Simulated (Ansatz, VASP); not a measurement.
## One calculation of GaN, two programs

The input INCAR:

```
SYSTEM = GaN
PREC = Accurate
ENCUT = 520
EDIFF = 1E-6
ISMEAR = -1
SIGMA = 0.05
LREAL = .FALSE.
LASPH = .TRUE.
NELM = 60
ALGO = Normal
ISIF = 2
LWAVE = .FALSE.
LCHARG = .FALSE.
GGA = CA
NBANDS = 16
```

File KPOINTS:

```
Automatic mesh
0
G
  17 17 17
  0 0 0
```

Contents of POSCAR:

```
GaN
1.0
    0.0000000000      2.1821005298      2.1821005298
    2.1821005298      0.0000000000      2.1821005298
    2.1821005298      2.1821005298      0.0000000000
Ga N
1 1
Direct
    0.0000000000      0.0000000000      0.0000000000
    0.2500000000      0.2500000000      0.2500000000
```

Input for Ansatz:

```yaml
crystal:
  lattice:
    - [0.0, 2.1821005298, 2.1821005298]
    - [2.1821005298, 0.0, 2.1821005298]
    - [2.1821005298, 2.1821005298, 0.0]
  atoms:
    - { symbol: Ga, position: [0.0, 0.0, 0.0] }
    - { symbol: "N", position: [0.25, 0.25, 0.25] }
kpoints:
  mp_grid: { grid: [17, 17, 17] }
scf:
  occupations: { method: fermi_dirac, width: 0.05 }
hamiltonian:
  xc: lda
  pseudopotentials: { kind: paw }
output:
  forces: true
  stress: true
  eigenvalues: true
  populations: true
```

Change from the starting cell: volume scaled by 0.94, PAW files.

Alike in both runs: task single point; functional LDA; k mesh 17 × 17 × 17; occupations fermi-dirac, width 0.05 eV; no spin polarisation.

```csv
,VASP,Ansatz
version,VASP 6.6.1,Ansatz 0.2.0
potentials or method,"VASP PAW LDA potentials, release 64 (Ga_d, N)","PAW with Ansatz's default frozen-core files, scalar-relativistic"
plane-wave cutoff (eV),520,420
valence electrons in the cell,18,18
```

|  | VASP | Ansatz | Ansatz less VASP |
| --- | --- | --- | --- |
| gap on the k mesh at the Fermi level (eV) | 2.37 | 2.36 | -0.015 |
| pressure (GPa) | 15.8 | 14.4 | -1.40 |

LDA's correlation is that of Perdew and Zunger in VASP and of Perdew and Wang (1992) in Ansatz.
